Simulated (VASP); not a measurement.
Write the native input for VASP 6.6.1 that does the following.

- Task: single point
- Functional: LDA
- Potentials or basis: VASP PAW LDA potentials, release 64 (Zn)
- Cutoff: 520 eV
- k mesh: 18 × 18 × 10
- Occupations: fermi-dirac, width 0.08 eV
- Spin: no spin polarisation
- Dipole correction: no
- Further INCAR settings: ALGO = Normal; EDIFF = 1e-06; NBANDS = 19

The structure of Zn lies in POSCAR:

```
Zn
1.0
    2.3882444435      0.0000000000      0.0000000000
   -1.1941222218      2.0682803585      0.0000000000
    0.0000000000      0.0000000000      3.9066821612
Zn
2
Direct
    0.3333333333      0.6666666667      0.2500000000
    0.6666666667      0.3333333333      0.7500000000
```

One way to write it, as run:

INCAR

```
SYSTEM = Zn
PREC     = Accurate       ! precision mode
ENCUT    = 520            ! plane-wave cutoff, eV
EDIFF    = 1E-6           ! SCF threshold, eV
ISMEAR   = -1             ! smearing method
SIGMA    = 0.08           ! smearing width, eV
LREAL    = .False.        ! projectors in reciprocal space
LASPH    = .True.         ! aspherical terms in the spheres
NELM     = 60             ! most SCF steps
ALGO     = Normal         ! electronic algorithm
ISIF     = 2              ! what is computed and relaxed
LWAVE    = .False.        ! write WAVECAR
LCHARG   = .False.        ! write CHGCAR
NBANDS   = 19             ! bands
```

KPOINTS

```
regular mesh
0
Gamma
  18 18 10
  0 0 0
```

Potentials or basis: VASP PAW LDA potentials, release 64 (Zn).

Run with:

```bash
$ cat potpaw_LDA.64/Zn/POTCAR > POTCAR
$ mpirun -np 1 vasp_std > vasp.out
```

Results of the run:

The pressure is 80.4 GPa and the band gap on the k mesh is zero (band 12 reaches 9.23 eV, above the bottom of band 13 at 6.44 eV).

Wall time 77 s on 1 thread of AMD EPYC 7R43 64-Core Processor (Zen 3) (shared host), peak memory 0.14 GiB.
